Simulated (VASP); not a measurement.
# BaTiO3 (R3m) in VASP: single point with PBE

Aim: the single point of BaTiO3 with PBE.

Program: VASP 6.6.1. These are calculated values, not measurements. Logs are shortened: lines on timing, memory, paths and dates and some standing lists are left out, and cuts for length are marked.

**1. The cell of the first run**

Symmetry: R3m, No. 160, trigonal system. Conventional cell: a = 5.723 Å, b = 5.723 Å, c = 7.037 Å, α = 90.00°, β = 90.00°, γ = 120.00°. Ba (site symmetry 3m) has 12 O at 2.82 to 2.92 Å and 8 Ti at 3.42 to 3.62 Å within 3.7 Å. Within 2.5 Å of Ti (site symmetry 3m) lie 6 O at 1.90 to 2.16 Å. Within 2.5 Å of O (site symmetry m) lie 2 Ti at 1.90 to 2.16 Å.

**2. Single point, PBE**

The input, POSCAR:

```
BaTiO3
1.0
    4.0523129300      0.0000000000      0.0000000000
    0.0104645000      4.0523028100      0.0000000000
    0.0104645000      0.0104442600      4.0522825700
Ba Ti O
1 1 3
Direct
    0.0000000000      0.0000000000      0.0000000000
    0.4860000000      0.4860000000      0.4860000000
    0.5084000000      0.5084000000      0.0185000000
    0.0185000000      0.5084000000      0.5084000000
    0.5084000000      0.0185000000      0.5084000000
```

The input, INCAR.step1:

```
PREC = Accurate
ENCUT = 910
EDIFF = 1E-6
ISMEAR = -1
SIGMA = 0.1
LREAL = False
LASPH = True
NELM = 120
ALGO = Normal
ISIF = 2
LWAVE = False
LCHARG = True
LMAXMIX = 4
GGA = PE
NBANDS = 28
GGA_COMPAT = False
NEDOS = 2001
LORBIT = 11
```

The input, KPOINTS.step1:

```
regular mesh
0
Gamma
  6 6 6
```

The input, INCAR.step2:

```
PREC = Accurate
ENCUT = 910
EDIFF = 1E-6
ISMEAR = -5
SIGMA = 0.1
LREAL = False
LASPH = True
NELM = 120
ALGO = Normal
ISIF = 2
LWAVE = False
LCHARG = False
LMAXMIX = 4
GGA = PE
LORBIT = 11
NBANDS = 28
NEDOS = 2001
ICHARG = 11
GGA_COMPAT = False
```

The input, KPOINTS.step2:

```
regular mesh
0
Gamma
  9 9 9
```

Potentials or basis: VASP PAW PBE potentials, release 64 (Ba_sv, Ti_sv, O_h).

Command:

```
cat potpaw_PBE.64/Ba_sv/POTCAR potpaw_PBE.64/Ti_sv/POTCAR potpaw_PBE.64/O_h/POTCAR > POTCAR
cp INCAR.step1 INCAR
cp KPOINTS.step1 KPOINTS
mpirun -np 1 vasp_std > vasp.out
cp INCAR.step2 INCAR
cp KPOINTS.step2 KPOINTS
mpirun -np 1 vasp_std > vasp.out
```

OUTCAR:

```text
PREC = Accurate
   ENCUT = 910
   EDIFF = 1E-6
   ISMEAR = -5
   LREAL = False
   LASPH = True
   NELM = 120
   ISIF = 2
   GGA = PE
   LORBIT = 11
   ICHARG = 11

 ion  position               nearest neighbor table
   1  0.000  0.000  0.000-   5 2.82   3 2.82   4 2.82   4 2.86   4 2.86   5 2.86   5 2.86   3 2.86
                             3 2.86   5 2.92   3 2.92   4 2.92   2 3.42   2 3.47   2 3.47   2 3.47
   2  0.486  0.486  0.486-   3 1.90   4 1.90   5 1.90   3 2.16   4 2.16   5 2.16   1 3.42   1 3.47
                             1 3.47   1 3.47   1 3.54   1 3.54   1 3.54   1 3.62
   3  0.508  0.508  0.019-   2 1.90   2 2.16   1 2.82   1 2.86   1 2.86   1 2.92
   4  0.019  0.508  0.508-   2 1.90   2 2.16   1 2.82   1 2.86   1 2.86   1 2.92
   5  0.508  0.019  0.508-   2 1.90   2 2.16   1 2.82   1 2.86   1 2.86   1 2.92

  LATTYP: Found a trigonal (rhomboedric) cell.
 ALAT       =     4.0523129300
 COS(alpha) =     0.0025823502

  Lattice vectors:

 A1 = (   4.0523129300,   0.0000000000,   0.0000000000)
 A2 = (   0.0104645000,   4.0523028100,   0.0000000000)
 A3 = (   0.0104645000,   0.0104442600,   4.0522825700)

Analysis of symmetry for initial positions (statically):
=====================================================================
 Subroutine PRICEL returns:
 Original cell was already a primitive cell.

 Routine SETGRP: Setting up the symmetry group for a
 trigonal (rhombohedral) supercell.

 Subroutine GETGRP returns: Found  6 space group operations
 (whereof  6 operations were pure point group operations)
 out of a pool of 12 trial point group operations.

The static configuration has the point symmetry C_3v.

Analysis of symmetry for dynamics (positions and initial velocities):
=====================================================================
 Subroutine PRICEL returns:
 Original cell was already a primitive cell.

 Routine SETGRP: Setting up the symmetry group for a
 trigonal (rhombohedral) supercell.

 Subroutine GETGRP returns: Found  6 space group operations
 (whereof  6 operations were pure point group operations)
 out of a pool of 12 trial point group operations.

The dynamic configuration has the point symmetry C_3v.

 Subroutine INISYM returns: Found  6 space group operations
 (whereof  6 operations are pure point group operations),
 and found     1 'primitive' translations

----------------------------------------------------------------------------------------

                                     Primitive cell

  volume of cell :      66.5433

  direct lattice vectors                    reciprocal lattice vectors
     4.052312930  0.000000000  0.000000000     0.246772650 -0.000637256 -0.000635616
     0.010464500  4.052302810  0.000000000     0.000000000  0.246773266 -0.000636028
     0.010464500  0.010444260  4.052282570     0.000000000  0.000000000  0.246774499

  length of vectors
     4.052312930  4.052316322  4.052309541     0.246774291  0.246774086  0.246774499

  position of ions in fractional coordinates (direct lattice)
     0.000000000  0.000000000  0.000000000
     0.486000000  0.486000000  0.486000000
     0.508400000  0.508400000  0.018500000
     0.018500000  0.508400000  0.508400000
     0.508400000  0.018500000  0.508400000

  ion indices of the primitive-cell ions
   primitive index   ion index
                 1           1
                 2           2
                 3           3
                 4           4
                 5           5

----------------------------------------------------------------------------------------

 KPOINTS: regular mesh

Automatic generation of k-mesh.
 Grid dimensions read from file:
 generate k-points for:    9    9    9

 Generating k-lattice:

  Cartesian coordinates                     Fractional coordinates (reciprocal lattice)
     0.027419183 -0.000070806 -0.000070624     0.111111111  0.000000000 -0.000000000
     0.000000000  0.027419252 -0.000070670     0.000000000  0.111111111  0.000000000
     0.000000000  0.000000000  0.027419389     0.000000000  0.000000000  0.111111111

  Length of vectors
     0.027419366  0.027419343  0.027419389

  Shift w.r.t. Gamma in fractional coordinates (k-lattice)
     0.000000000  0.000000000  0.000000000

 TETIRR: Found    369 inequivalent tetrahedra from     4374

 Subroutine IBZKPT returns following result:
 ===========================================

 Found     85 irreducible k-points:

 Following reciprocal coordinates:
            Coordinates               Weight
  0.000000  0.000000  0.000000      1.000000
  0.111111  0.000000  0.000000      6.000000
  0.222222  0.000000  0.000000      6.000000
  0.333333  0.000000 -0.000000      6.000000
  0.444444  0.000000  0.000000      6.000000
  0.111111  0.111111 -0.000000      6.000000
[... 16 lines left out ...]
 -0.333333  0.333333 -0.000000      6.000000
  0.444444  0.444444  0.000000      6.000000
 [... further k-points ...]
   k-points           NKPTS =     85   k-points in BZ     NKDIM =     85   number of bands    NBANDS=     28
   number of dos      NEDOS =   2001   number of ions     NIONS =      5
   total plane-waves  NPLWV =  64000
   dimension x,y,z NGX =    40 NGY =   40 NGZ =   40
   dimension x,y,z NGXF=    80 NGYF=   80 NGZF=   80
   ions per type =               1   1   3
   NGX,Y,Z   is equivalent  to a cutoff of  16.41, 16.41, 16.41 a.u.
   NGXF,Y,Z  is equivalent  to a cutoff of  32.82, 32.82, 32.82 a.u.
 SYSTEM =  unknown system
   PREC   = accura    normal or accurate (medium, high low for compatibility)
   ISTART =      0    job   : 0-new  1-cont  2-samecut
   ICHARG =     11    charge: 1-file 2-atom 10-const
   ISPIN  =      1    spin polarized calculation?
   LNONCOLLINEAR =      F non collinear calculations
   LSORBIT =      F    spin-orbit coupling
   LASPH  =      T    aspherical Exc in radial PAW
   ENCUT  =  910.0 eV  66.88 Ry    8.18 a.u.   9.97  9.97  9.97*2*pi/ulx,y,z
   NELM   =    120;   NELMIN=  2; NELMDL=  0     # of ELM steps
   EDIFF  = 0.1E-05   stopping-criterion for ELM
   LREAL  =      F    real-space projection
[... 7 lines left out ...]
   TEBEG  =    0.0;   TEEND  =   0.0 temperature during run
   PSTRESS=    0.0 pullay stress
   NELECT =      40.0000    total number of electrons
   NUPDOWN=      -1.0000    fix difference up-down
   EMIN   =  10.00;   EMAX   =-10.00  energy-range for DOS
   EFERMI =   0.00;   METHOD = LEGACY
   ISMEAR =    -5;   SIGMA  =   0.10  broadening in eV -4-tet -1-fermi 0-gaus
   EFERMI_NEDOS =   21; number of points for ismear=-14 and -15
   IALGO  =     38    algorithm
   IMIX   =      4    mixing-type and parameters
     AMIX     =   0.40;   BMIX     =  1.00
     AMIX_MAG =   1.60;   BMIX_MAG =  1.00
  volume/ion in A,a.u.               =      13.31        89.81
  Fermi-wavevector in a.u.,A,eV,Ry     =   1.381635  2.610911 25.972366  1.908915
  Thomas-Fermi vector in A             =   2.506401
   LORBIT       =     11    0 simple, 1 ext, 2 COOP (PROOUT), +10 PAW based schemes
   GGA     = PE    functional components
   LHFCALC =     F    Hartree Fock is set to
   AEXX    =    0.0000 exact exchange contribution
   IVDW    =     0    specifies the selected vdW correction
   LEPSILON=     F    determine dielectric tensor
   LRPA    =     F    only Hartree local field effects (RPA)
 non-spin polarized calculation
 Fermi weights with tetrahedron method with Bloechl corrections
  energy-cutoff  :      910.00
  volume of cell :       66.54
 maximum number of plane-waves:      4168

 number of electron      39.9999995 magnetization

 Free energy of the ion-electron system (eV)
  ---------------------------------------------------
  ext. energy  EPLUGINS =         0.00000000
  ---------------------------------------------------
  free energy    TOTEN  =       -40.07118798 eV

  energy without entropy =      -40.07118798  energy(sigma->0) =      -40.07118798

 E-fermi :   3.8183     XC(G=0): -11.0508

 val. band max:        3.8128640544   @ k =   0.4444   0.4444   0.4444
 cond. band min:       6.1123359241   @ k =   0.0000   0.0000   0.0000
 fundamental gap:      2.2994718696
 Fermi energy:         3.8183465303

 k-point     1 :       0.0000    0.0000    0.0000
  band No.  band energies     occupation
      1     -52.6055      2.00000
      2     -28.8420      2.00000
      3     -28.8360      2.00000
      4     -28.8360      2.00000
      5     -21.0497      2.00000
      6     -12.9032      2.00000
[... 20 lines left out ...]
     27       8.8761      0.00000
     28      10.8356      0.00000

 k-point     2 :       0.1111    0.0000    0.0000
  band No.  band energies     occupation
      1     -52.6054      2.00000
      2     -28.8448      2.00000
      3     -28.8382      2.00000
      4     -28.8358      2.00000
      5     -21.0386      2.00000
      6     -12.9047      2.00000
[... 20 lines left out ...]
     27       9.1078      0.00000
     28      11.1282      0.00000

 k-point     3 :       0.2222    0.0000    0.0000
  band No.  band energies     occupation
      1     -52.6051      2.00000
      2     -28.8568      2.00000
      3     -28.8388      2.00000
      4     -28.8353      2.00000
      5     -21.0102      2.00000
      6     -12.9350      2.00000
[... 616 lines left out ...]
      3     -28.8674      2.00000
      4     -28.8353      2.00000
      5     -20.9232      2.00000
      6     -12.7547      2.00000
[... 20 lines left out ...]
     27      12.0471      0.00000
     28      12.3518      0.00000

 k-point    24 :       0.4444    0.4444    0.0000
  band No.  band energies     occupation
      1     -52.6039      2.00000
      2     -28.8802      2.00000
      3     -28.8762      2.00000
      4     -28.8346      2.00000
      5     -20.8928      2.00000
      6     -12.5739      2.00000
[... 20 lines left out ...]
     27      11.8090      0.00000
     28      13.3535      0.00000

 [... further k-points ...]

------------------------ aborting loop because EDIFF is reached ----------------------------------------

  FORCE on cell =-STRESS in cart. coord.  units (eV):
  Direction    XX          YY          ZZ          XY          YZ          ZX
  --------------------------------------------------------------------------------------
  -------------------------------------------------------------------------------------
  Total        0.1292985      0.1292428      0.1291867      0.0108444      0.0107888      0.0108165
  in kB        3.1131465      3.1118040      3.1104546      0.2611039      0.2597651      0.2604313
  external PRESSURE =       3.1118017 kB  Pullay stress =       0.0000000 kB

 VOLUME and BASIS-vectors are now :
 -----------------------------------------------------------------------------
  energy-cutoff  :      910.00
  volume of cell :       66.54
      direct lattice vectors                 reciprocal lattice vectors
     4.052312930  0.000000000  0.000000000     0.246772650 -0.000637256 -0.000635616
     0.010464500  4.052302810  0.000000000     0.000000000  0.246773266 -0.000636028
     0.010464500  0.010444260  4.052282570     0.000000000  0.000000000  0.246774499

 POSITION                                       TOTAL-FORCE (eV/Angst)
 -----------------------------------------------------------------------------------
      0.00000      0.00000      0.00000        -0.049617     -0.049490     -0.049362
      1.97960      1.97450      1.96941        -0.148407     -0.148025     -0.147643
      2.06571      2.06038      0.07497         0.054296      0.054156      0.089153
      0.08561      2.06550      2.06018         0.089433      0.054065      0.053926
      2.06571      0.08028      2.06018         0.054296      0.089293      0.053926
 -----------------------------------------------------------------------------------
    total drift:                                0.001060      0.001091      0.000973

  FREE ENERGIE OF THE ION-ELECTRON SYSTEM (eV)
  ---------------------------------------------------
  free  energy   TOTEN  =       -40.0711879811 eV

  energy  without entropy=      -40.0711879811  energy(sigma->0) =      -40.07118798

 total charge

# of ion       s       p       d       tot
------------------------------------------
    1        2.005   5.647   0.305   7.957
    2        2.214   6.257   1.749  10.220
    3        1.043   2.320   0.000   3.364
    4        1.043   2.320   0.000   3.364
    5        1.043   2.320   0.000   3.364
--------------------------------------------------
tot          7.349  18.865   2.055  28.269
```

It took 5 min on 1 thread of AMD EPYC 7R43 (Zen 3), shared host; peak memory 0.46 GiB.

What came out:

* Valence electrons inside the program's atomic spheres: Ba 7.96; Ti 10.22; O 3.36

Levels at points of the mesh, in eV from the valence-band top:
| k point | band 16 | band 17 | band 18 | band 19 | band 20 | band 21 | band 22 | band 23 | band 24 | band 25 |
| --- | --- | --- | --- | --- | --- | --- | --- | --- | --- | --- |
| (0.00, 0.00, 0.00) | -1.20 | -0.98 | -0.49 | -0.38 | -0.38 | 2.30 | 2.30 | 2.41 | 4.25 | 4.25 |

Caveat: the cutoff is under 1.25 times the usual one of these potentials, so pressure, stress and relaxed cells hold a basis-set (Pulay) error; spin-orbit coupling is left out, which moves the levels of the heavy elements.
